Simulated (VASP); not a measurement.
# FeO (Fm-3m) in VASP: single point with PBE+U

Aim: the single point of FeO with PBE+U.

All numbers are computed with VASP 6.6.1; they aren't measurements. Logs are shortened: lines on timing, memory, paths and dates and some standing lists are left out, and cuts for length are marked.

### 1 The cell of the first run

The structure is cubic, space group Fm-3m (No. 225). Conventional cell: a = 4.332 Å, b = 4.332 Å, c = 4.332 Å, α = 90.00°, β = 90.00°, γ = 90.00°. Fe (site symmetry m-3m) has 6 O at 2.17 Å within 2.9 Å. Within 2.9 Å of O (site symmetry m-3m) lie 6 Fe at 2.17 Å.

### 2 Single point, PBE+U, collinear spin, ferromagnetic start

Contents of INCAR:

```
SYSTEM = FeO
PREC = Accurate ; ENCUT = 700
EDIFF = 1E-6 ; ISMEAR = -1
SIGMA = 0.05 ; LREAL = .False.
LASPH = .True. ; NELM = 200
ALGO = Normal ; ISIF = 2
LWAVE = .False. ; LCHARG = .True.
ISPIN = 2 ; MAGMOM = 3.81 0
LORBIT = 11 ; NUPDOWN = 3.81
LMAXMIX = 4 ; LDAU = .True.
LDAUTYPE = 2 ; LDAUL = 2 -1
LDAUU = 5.3 0 ; LDAUJ = 0 0
LDAUPRINT = 1 ; GGA = PE
LELF = .True. ; LVHAR = .True.
NBANDS = 22 ; GGA_COMPAT = .False.
```

Contents of KPOINTS:

```
regular mesh
0
Gamma
  9 9 9
  0 0 0
```

Contents of POSCAR:

```
FeO
1.0
    0.0000000000      2.1660000000      2.1660000000
    2.1660000000      0.0000000000      2.1660000000
    2.1660000000      2.1660000000      0.0000000000
Fe O
1 1
Direct
    0.0000000000      0.0000000000      0.0000000000
    0.5000000000      0.5000000000      0.5000000000
```

Potentials or basis: VASP PAW PBE potentials, release 64 (Fe_sv, O).

Launch:

```sh
$ cat potpaw_PBE.64/Fe_sv/POTCAR potpaw_PBE.64/O/POTCAR > POTCAR
$ mpirun -np 1 vasp_std > vasp.out
```

OUTCAR:

```text
SYSTEM = FeO
   PREC = Accurate
   ENCUT = 700
   EDIFF = 1E-6
   ISMEAR = -1
   LREAL = .False.
   LASPH = .True.
   NELM = 200
   ISIF = 2
   ISPIN = 2
   LORBIT = 11
   NUPDOWN = 3.81
   GGA = PE

 ion  position               nearest neighbor table
   1  0.000  0.000  0.000-   2 2.17   2 2.17   2 2.17   2 2.17   2 2.17   2 2.17
   2  0.500  0.500  0.500-   1 2.17   1 2.17   1 2.17   1 2.17   1 2.17   1 2.17

  LATTYP: Found a face centered cubic cell.
 ALAT       =     4.3320000000

  Lattice vectors:

 A1 = (   0.0000000000,   2.1660000000,   2.1660000000)
 A2 = (   2.1660000000,   0.0000000000,   2.1660000000)
 A3 = (   2.1660000000,   2.1660000000,   0.0000000000)

Analysis of symmetry for initial positions (statically):
=====================================================================
 Subroutine PRICEL returns:
 Original cell was already a primitive cell.

 Routine SETGRP: Setting up the symmetry group for a
 face centered cubic supercell.

 Subroutine GETGRP returns: Found 48 space group operations
 (whereof 48 operations were pure point group operations)
 out of a pool of 48 trial point group operations.

The static configuration has the point symmetry O_h .

Analysis of symmetry for dynamics (positions and initial velocities):
=====================================================================
 Subroutine PRICEL returns:
 Original cell was already a primitive cell.

 Routine SETGRP: Setting up the symmetry group for a
 face centered cubic supercell.

 Subroutine GETGRP returns: Found 48 space group operations
 (whereof 48 operations were pure point group operations)
 out of a pool of 48 trial point group operations.

The dynamic configuration has the point symmetry O_h .

Analysis of structural, dynamic, and magnetic symmetry:
=====================================================================
 Subroutine PRICEL returns:
 Original cell was already a primitive cell.

 Routine SETGRP: Setting up the symmetry group for a
[... 170 lines left out ...]
  o =  0.0599  v =  0.0000  0.0000  0.0000  0.0000  0.0000  0.0000 -0.0000 -1.0000  0.0000  0.0044      0.0000  0.0000  0.0000  0.0000  0.0000  0.0000  0.0000  0.0000  0.0000  0.0000
  o =  0.2874  v =  0.0000  0.0000  0.0000  0.0000  0.0000  0.0000  0.0457 -0.0000  0.9990 -0.0000      0.0000  0.0000  0.0000  0.0000  0.0000  0.0000  0.0000  0.0000  0.0000  0.0000
  o =  0.2874  v =  0.0000  0.0000  0.0000  0.0000  0.0000  0.0000  0.9990 -0.0000 -0.0457 -0.0000      0.0000  0.0000  0.0000  0.0000  0.0000  0.0000  0.0000  0.0000  0.0000  0.0000
  o =  0.2874  v =  0.0000  0.0000  0.0000  0.0000  0.0000  1.0000  0.0000  0.0000  0.0000  0.0000      0.0000  0.0000  0.0000  0.0000  0.0000  0.0000  0.0000  0.0000  0.0000  0.0000
  o =  0.9078  v =  0.0000  0.3364  0.0000  0.9417 -0.0000  0.0000  0.0000  0.0000  0.0000  0.0000      0.0000  0.0000  0.0000  0.0000  0.0000  0.0000  0.0000  0.0000  0.0000  0.0000
  o =  0.9078  v =  0.0000  0.9417 -0.0000 -0.3364 -0.0000  0.0000  0.0000  0.0000  0.0000  0.0000      0.0000  0.0000  0.0000  0.0000  0.0000  0.0000  0.0000  0.0000  0.0000  0.0000
  o =  0.9078  v =  1.0000  0.0000  0.0000  0.0000  0.0000  0.0000  0.0000  0.0000  0.0000  0.0000      0.0000  0.0000  0.0000  0.0000  0.0000  0.0000  0.0000  0.0000  0.0000  0.0000
  o =  0.9203  v =  0.0000 -0.0000 -0.9998  0.0000 -0.0213  0.0000  0.0000  0.0000  0.0000  0.0000      0.0000  0.0000  0.0000  0.0000  0.0000  0.0000  0.0000  0.0000  0.0000  0.0000
  o =  0.9203  v =  0.0000  0.0000 -0.0213  0.0000  0.9998  0.0000  0.0000  0.0000  0.0000  0.0000      0.0000  0.0000  0.0000  0.0000  0.0000  0.0000  0.0000  0.0000  0.0000  0.0000

 number of electron      21.9999987 magnetization       3.8099996

 Free energy of the ion-electron system (eV)
  ---------------------------------------------------
  ext. energy  EPLUGINS =         0.00000000
  ---------------------------------------------------
  free energy    TOTEN  =       -11.78178866 eV

  energy without entropy =      -11.77000962  energy(sigma->0) =      -11.77589914

 E-fermi :  10.5382     XC(G=0): -12.4338

 val. band max:       10.5082172659   @ k =  -0.2222   0.2222   0.0000
 cond. band min:       8.1417595034   @ k =  -0.4444   0.1111   0.0000
 fundamental gap:     -2.3664577625
 Fermi energy:         8.0886935743

 spin component 1

 k-point     1 :       0.0000    0.0000    0.0000
  band No.  band energies     occupation
      1     -80.4246      1.00000
      2     -46.4502      1.00000
      3     -46.4502      1.00000
      4     -46.4502      1.00000
      5     -10.8461      1.00000
      6       3.8015      1.00000
[... 1193 lines left out ...]
     21      39.2646      0.00000
     22      39.2646      0.00000

 [... further k-points ...]

------------------------ aborting loop because EDIFF is reached ----------------------------------------

  FORCE on cell =-STRESS in cart. coord.  units (eV):
  Direction    XX          YY          ZZ          XY          YZ          ZX
  --------------------------------------------------------------------------------------
  -------------------------------------------------------------------------------------
  Total       -0.4630236     -0.4630236     -0.4630236      0.0000000      0.0000000     -0.0000000
  in kB      -36.5013048    -36.5013048    -36.5013048      0.0000000      0.0000000     -0.0000000
  external PRESSURE =     -36.5013048 kB  Pullay stress =       0.0000000 kB

 VOLUME and BASIS-vectors are now :
 -----------------------------------------------------------------------------
  energy-cutoff  :      700.00
  volume of cell :       20.32
      direct lattice vectors                 reciprocal lattice vectors
     0.000000000  2.166000000  2.166000000    -0.230840259  0.230840259  0.230840259
     2.166000000  0.000000000  2.166000000     0.230840259 -0.230840259  0.230840259
     2.166000000  2.166000000  0.000000000     0.230840259  0.230840259 -0.230840259

 POSITION                                       TOTAL-FORCE (eV/Angst)
 -----------------------------------------------------------------------------------
      0.00000      0.00000      0.00000         0.000000      0.000000      0.000000
      2.16600      2.16600      2.16600        -0.000000     -0.000000     -0.000000
 -----------------------------------------------------------------------------------
    total drift:                                0.000000      0.000000      0.000000

  FREE ENERGIE OF THE ION-ELECTRON SYSTEM (eV)
  ---------------------------------------------------
  free  energy   TOTEN  =       -11.7817886593 eV

  energy  without entropy=      -11.7700096157  energy(sigma->0) =      -11.77589914

 total charge

# of ion       s       p       d       tot
------------------------------------------
    1        2.103   5.998   5.521  13.623
    2        1.551   3.449   0.000   5.000
--------------------------------------------------
tot          3.654   9.447   5.521  18.622

 magnetization (x)

# of ion       s       p       d       tot
------------------------------------------
    1        0.014   0.011   3.571   3.596
    2        0.021   0.107   0.000   0.128
--------------------------------------------------
tot          0.035   0.118   3.571   3.724
```

Run time: 34 s. Hardware: 1 thread of AMD EPYC 9R45 (Zen 5), shared host; peak memory 0.16 GiB.

What came out:

```yaml
Free_energy: -11.7818 eV
Pressure: -3.7 GPa
Net_moment: 3.81 μB per cell
Site_moments: Fe +3.60; O +0.13 μB
Valence_electrons_inside_the_program's_atomic_spheres: Fe 13.62; O 5.00
```

Eigenvalues of the final occupation matrices:
| site | spin | trace | eigenvalues |
| --- | --- | --- | --- |
| site 1 d | 1 | 4.56 | 0.91 0.91 0.91 0.92 0.92 |
| site 1 d | 2 | 0.98 | 0.06 0.06 0.29 0.29 0.29 |

Caveat: the cell stands under tension; the total moment is fixed, so each spin has its own Fermi level and the state may be an excited one; a cell with one magnetic atom can't hold antiferromagnetic order, which such compounds often take.
